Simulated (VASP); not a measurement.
# In (P-6m2) in VASP: notebook, part 2 of 2

VASP 6.6.1. The steps go on from the part before.

## Step 3: Single point, PBE

This run uses another cell than the first one, of 27.90 Å³/atom.

INCAR reads:

```
PREC = Accurate
ENCUT = 520
EDIFF = 1E-7
ISMEAR = 0
SIGMA = 0.1
LREAL = F
LASPH = T
NELM = 60
ALGO = Normal
ISIF = 2
LWAVE = F
LCHARG = F
GGA = PE
NBANDS = 26
```

KPOINTS reads:

```
Automatic mesh
0
Gamma
  6 6 4
```

POSCAR reads:

```
In
1.0
    3.9433789600      0.0000000000      0.0000000000
   -1.9716894800      3.4150663600      0.0000000000
    0.0000000000      0.0000000000      6.2162732100
In
3
Direct
    0.6666666700      0.3333333300      0.7249647000
    0.6666666700      0.3333333300      0.2750353000
    0.0000000000      0.0000000000      0.0000000000
```

Potentials or basis: VASP PAW PBE potentials, release 64 (In_d).

The run is started by

```
> cat potpaw_PBE.64/In_d/POTCAR > POTCAR
> mpirun -np 1 vasp_std > vasp.out
```

OUTCAR:

```text
PREC = Accurate
   ENCUT = 520
   EDIFF = 1E-7
   ISMEAR = 0
   LREAL = F
   LASPH = T
   NELM = 60
   ISIF = 2
   GGA = PE

 ion  position               nearest neighbor table
   1  0.667  0.333  0.725-   2 2.80   3 2.85   3 2.85   3 2.85   2 3.42
   2  0.667  0.333  0.275-   1 2.80   3 2.85   3 2.85   3 2.85   1 3.42
   3  0.000  0.000  0.000-   1 2.85   2 2.85   1 2.85   2 2.85   1 2.85   2 2.85

  LATTYP: Found a hexagonal cell.
 ALAT       =     3.9433789600
 C/A-ratio  =     1.5763824053

  Lattice vectors:

 A1 = (   3.9433789600,   0.0000000000,   0.0000000000)
 A2 = (  -1.9716894800,   3.4150663600,   0.0000000000)
 A3 = (   0.0000000000,   0.0000000000,   6.2162732100)

Analysis of symmetry for initial positions (statically):
=====================================================================
 Subroutine PRICEL returns:
 Original cell was already a primitive cell.

 Routine SETGRP: Setting up the symmetry group for a
 hexagonal supercell.

 Subroutine GETGRP returns: Found 12 space group operations
 (whereof 12 operations were pure point group operations)
 out of a pool of 24 trial point group operations.

The static configuration has the point symmetry D_3h.

Analysis of symmetry for dynamics (positions and initial velocities):
=====================================================================
 Subroutine PRICEL returns:
 Original cell was already a primitive cell.

 Routine SETGRP: Setting up the symmetry group for a
 hexagonal supercell.

 Subroutine GETGRP returns: Found 12 space group operations
 (whereof 12 operations were pure point group operations)
 out of a pool of 24 trial point group operations.

The dynamic configuration has the point symmetry D_3h.

[... 109 lines left out ...]
   EMIN   =  10.00;   EMAX   =-10.00  energy-range for DOS
   EFERMI =   0.00;   METHOD = LEGACY
   ISMEAR =     0;   SIGMA  =   0.10  broadening in eV -4-tet -1-fermi 0-gaus
   EFERMI_NEDOS =   21; number of points for ismear=-14 and -15
   IALGO  =     38    algorithm
   IMIX   =      4    mixing-type and parameters
     AMIX     =   0.40;   BMIX     =  1.00
     AMIX_MAG =   1.60;   BMIX_MAG =  1.00
  volume/ion in A,a.u.               =      27.90       188.31
  Fermi-wavevector in a.u.,A,eV,Ry     =   1.269104  2.398258 21.913873  1.610624
  Thomas-Fermi vector in A             =   2.402163
   LORBIT       =      0    0 simple, 1 ext, 2 COOP (PROOUT), +10 PAW based schemes
   GGA     = PE    functional components
   LHFCALC =     F    Hartree Fock is set to
   AEXX    =    0.0000 exact exchange contribution
   IVDW    =     0    specifies the selected vdW correction
   LEPSILON=     F    determine dielectric tensor
   LRPA    =     F    only Hartree local field effects (RPA)
 non-spin polarized calculation
 Gauss-broadening in eV      SIGMA  =   0.10
  energy-cutoff  :      520.00
  volume of cell :       83.71
 maximum number of plane-waves:      2297
 NGX is ok and might be reduce to    30
   NGX = 15   NGY = 15   NGZ = 23

 number of electron      38.9999991 magnetization

 Free energy of the ion-electron system (eV)
  ---------------------------------------------------
  ext. energy  EPLUGINS =         0.00000000
  ---------------------------------------------------
  free energy    TOTEN  =        -6.76120181 eV

  energy without entropy =       -6.74624194  energy(sigma->0) =       -6.75372188

 E-fermi :   6.8740     XC(G=0):  -9.7534

 val. band max:        6.8593576414   @ k =   0.5000   0.0000   0.2500
 cond. band min:       6.9023476877   @ k =   0.1667   0.0000   0.5000
 fundamental gap:      0.0429900463
 Fermi energy:         6.8740325707

 k-point     1 :       0.0000    0.0000    0.0000
  band No.  band energies     occupation
      1      -8.5151      2.00000
      2      -8.4517      2.00000
      3      -8.4517      2.00000
      4      -8.4284      2.00000
      5      -8.4284      2.00000
      6      -8.0016      2.00000
[... 598 lines left out ...]
     25      12.6483      0.00000
     26      13.0004      0.00000

------------------------ aborting loop because EDIFF is reached ----------------------------------------

  FORCE on cell =-STRESS in cart. coord.  units (eV):
  Direction    XX          YY          ZZ          XY          YZ          ZX
  --------------------------------------------------------------------------------------
  -------------------------------------------------------------------------------------
  Total        2.9164153      2.9164153      5.0564985      0.0000000      0.0000000      0.0000000
  in kB       55.8164480     55.8164481     96.7748943      0.0000000      0.0000000      0.0000000
  external PRESSURE =      69.4692635 kB  Pullay stress =       0.0000000 kB

 VOLUME and BASIS-vectors are now :
 -----------------------------------------------------------------------------
  energy-cutoff  :      520.00
  volume of cell :       83.71
      direct lattice vectors                 reciprocal lattice vectors
     3.943378960  0.000000000  0.000000000     0.253589627  0.146410039  0.000000000
    -1.971689480  3.415066360  0.000000000     0.000000000  0.292820079  0.000000000
     0.000000000  0.000000000  6.216273210     0.000000000  0.000000000  0.160868090

 POSITION                                       TOTAL-FORCE (eV/Angst)
 -----------------------------------------------------------------------------------
      1.97169      1.13836      4.50658        -0.000000      0.000000     -0.760131
      1.97169      1.13836      1.70969        -0.000000     -0.000000      0.760131
      0.00000      0.00000      0.00000         0.000000      0.000000      0.000000
 -----------------------------------------------------------------------------------
    total drift:                               -0.000017      0.000010      0.000000

  FREE ENERGIE OF THE ION-ELECTRON SYSTEM (eV)
  ---------------------------------------------------
  free  energy   TOTEN  =        -6.7612018148 eV

  energy  without entropy=       -6.7462419443  energy(sigma->0) =       -6.75372188
```

Wall time 73 s (1 thread of Intel Xeon 8259CL, shared host); peak memory 0.2 GiB.

Results:

| Item | Value |
| --- | --- |
| Free energy | -6.7612 eV |
| Pressure | 6.9 GPa |
| Largest force | 0.760 eV/Å |
| Band gap on the k mesh | zero (an odd number of electrons rules out a gap without spin polarisation) |

Forces in eV/Å, atoms in the order of the input:
```
In   0.000  0.000 -0.760
In   0.000  0.000  0.760
In   0.000  0.000  0.000
```

Caveat: the cell stands under pressure; spin-orbit coupling is left out, which moves the levels of the heavy elements.

## Step 4: Single point, PBE

INCAR reads:

```
  PREC = Accurate
  ENCUT = 520
  EDIFF = 1E-6
  ISMEAR = 0
  SIGMA = 0.1
  LREAL = F
  LASPH = T
  NELM = 60
  ALGO = Normal
  ISIF = 2
  LWAVE = F
  LCHARG = F
  GGA = PE
  NBANDS = 26
```

KPOINTS reads:

```
regular mesh
0
Gamma
  6 6 4
```

POSCAR reads:

```
In
1.0
    3.8006850097      0.0000000000      0.0000000000
   -1.9003425049      3.2914897702      0.0000000000
    0.0000000000      0.0000000000      7.3499125818
In
3
Direct
    0.6666666667      0.3333333333      0.7015152755
    0.6666666667      0.3333333333      0.2984847245
    0.0000000000      0.0000000000      0.0000000000
```

The run is started by

```
> cat potpaw_PBE.64/In_d/POTCAR > POTCAR
> mpirun -np 1 vasp_std > vasp.out
```

Wall time 53 s (1 thread of Intel Xeon 8259CL, shared host); peak memory 0.2 GiB.

The run converged. Its results:

```
Free energy            : -7.3174 eV
Pressure               : 0.1 GPa
Largest force          : 0.017 eV/Å
Band gap on the k mesh : zero (an odd number of electrons rules out a gap without spin polarisation)
```

Forces in eV/Å, atoms in the order of the input:
```
In   0.000  0.000 -0.017
In   0.000  0.000  0.017
In   0.000  0.000  0.000
```

Stress tensor (GPa, compression positive):
```
-0.01  0.00  0.00
 0.00 -0.01  0.00
 0.00  0.00  0.26
```

Levels at points of the mesh, in eV from the Fermi level:
| k point | band 15 | band 16 | band 17 | band 18 | band 19 | band 20 | band 21 | band 22 | band 23 | band 24 |
| --- | --- | --- | --- | --- | --- | --- | --- | --- | --- | --- |
| (0.00, 0.00, 0.00) | -14.20 | -8.80 | -5.99 | -5.06 | 3.05 | 4.02 | 4.54 | 4.54 | 6.60 | 6.60 |
| (0.50, 0.00, 0.00) | -14.18 | -5.74 | -4.49 | -2.99 | -2.12 | -1.26 | 0.10 | 1.79 | 4.61 | 4.80 |
| (0.00, 0.00, 0.50) | -14.25 | -8.44 | -7.46 | -1.69 | -1.66 | 5.04 | 5.04 | 5.54 | 5.54 | 7.33 |
| (0.50, 0.00, 0.50) | -14.24 | -5.27 | -4.80 | -3.98 | -2.44 | 1.15 | 1.29 | 2.25 | 2.41 | 3.34 |

Caveat: spin-orbit coupling is left out, which moves the levels of the heavy elements.

## Step 5: Single point, PBE

This run uses another cell than the first one, of 28.09 Å³/atom.

INCAR reads:

```
ALGO = Fast ; EDIFF = 1E-6
ENCUT = 520 ; GGA = PE
ISIF = 2 ; ISMEAR = 0
LASPH = True ; LCHARG = False
LREAL = False ; LWAVE = False
NBANDS = 26 ; NELM = 80
PREC = Accurate ; SIGMA = 0.1
```

KPOINTS reads:

```
k-points
0
Gamma
  12 12 6
```

POSCAR reads:

```
In
1.0
    3.3655614765      0.0000000000      0.0000000000
   -1.6827807383      2.9146617367      0.0000000000
    0.0000000000      0.0000000000      8.5920293530
In
3
Direct
    0.6666666667      0.3333333333      0.6803850745
    0.6666666667      0.3333333333      0.3196149255
    0.0000000000      0.0000000000      0.0000000000
```

The run is started by

```
> cat potpaw_PBE.64/In_d/POTCAR > POTCAR
> mpirun -np 1 vasp_std > vasp.out
```

Run time: 4.6 min. Hardware: 1 thread of Intel Xeon 8259CL, shared host; peak memory 0.29 GiB.

The run converged. Its results:

```
Free energy            : -7.6267 eV
Pressure               : 0.0 GPa
Band gap on the k mesh : zero (an odd number of electrons rules out a gap without spin polarisation)
```

Forces on the atoms (eV/Å):
```
In   0.000  0.000  0.003
In   0.000  0.000 -0.003
In   0.000  0.000  0.000
```

Levels at points of the mesh, in eV from the Fermi level:
```tsv
k point	band 17	band 18	band 19	band 20	band 21	band 22
(0.00, 0.00, 0.00)	-7.11	-6.63	-0.08	0.28	8.18	8.18
(0.50, 0.00, 0.00)	-3.93	-2.74	-2.26	-1.73	-1.17	3.74
(0.00, 0.00, 0.50)	-8.35	-4.64	-3.20	4.67	5.23	8.67
(0.50, 0.00, 0.50)	-4.17	-3.49	-2.77	-0.19	0.16	0.74
```

Caveat: spin-orbit coupling is left out, which moves the levels of the heavy elements.

## Step 6: The runs side by side

| task | cell | k mesh | cutoff (eV) | gap on the mesh (eV) | pressure (GPa) | largest force (eV/Å) |
| --- | --- | --- | --- | --- | --- | --- |
| relaxation of cell and atoms | relaxed from a = 3.801, b = 3.801, c = 7.350 Å, angles 90.0, 90.0, 120.0°, 3 atoms, atomic positions A | 12 × 12 × 6 | 600 | none | 0.0 | - |
| single point | a = 3.943, b = 3.943, c = 6.216 Å, angles 90.0, 90.0, 120.0°, 3 atoms, atomic positions B | 6 × 6 × 4 | 520 | none | 6.9 | 0.76 |
| single point | a = 3.801, b = 3.801, c = 7.350 Å, angles 90.0, 90.0, 120.0°, 3 atoms, atomic positions A | 6 × 6 × 4 | 520 | none | 0.1 | 0.02 |
| single point | a = 3.366, b = 3.366, c = 8.592 Å, angles 90.0, 90.0, 120.0°, 3 atoms, atomic positions C | 12 × 12 × 6 | 520 | none | 0.0 | - |

Alike in all rows: level PBE; potentials or basis VASP PAW PBE potentials, release 64 (In_d); no spin polarisation; smearing gaussian 0.1 eV.

Caveats: spin-orbit coupling is left out, which moves the levels of the heavy elements; a cell axis changed by over 15 % at a fixed basis, so the end point is rough (at least some runs); the cell stands under pressure (at least some runs).

Total energies depend on the potentials used, so only differences within one code and one set of settings carry meaning.

The gap in the log of VASP goes by the Fermi energy; the results here count the filled bands.